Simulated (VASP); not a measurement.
Here is a VASP 6.6.1 calculation.

File INCAR:

```
SYSTEM = Ce
ALGO = Normal
EDIFF = 1E-6
ENCUT = 520
GGA = PE
ISIF = 2
ISMEAR = -1
LASPH = .True.
LCHARG = .False.
LREAL = .False.
LWAVE = .False.
NBANDS = 12
NELM = 60
PREC = Accurate
SIGMA = 0.06122561905347299
```

File KPOINTS:

```
k-points
0
Gamma
  40 40 40
  0 0 0
```

File POSCAR:

```
Ce
1.0
    0.0000000000      2.3353165144      2.3353165144
    2.3353165144      0.0000000000      2.3353165144
    2.3353165144      2.3353165144      0.0000000000
Ce
1
Direct
    0.0000000000      0.0000000000      0.0000000000
```

Potentials or basis: VASP PAW PBE potentials, release 64 (Ce).

The run is started by

```sh
$ cat potpaw_PBE.64/Ce/POTCAR > POTCAR
$ mpirun -np 1 vasp_std > vasp.out
```

Q: Predict the band gap on the k mesh.

A: Zero (bands 6 and 7 overlap by 0.53 eV).

Q: Predict the pressure.

A: 1.5 GPa.

Caveat: spin-orbit coupling is left out, which moves the levels of the heavy elements; semilocal functionals describe open f shells poorly, which spoils levels, moments and volumes. Spin polarisation is off, so any magnetic state and its effect on volume and gap are missing.
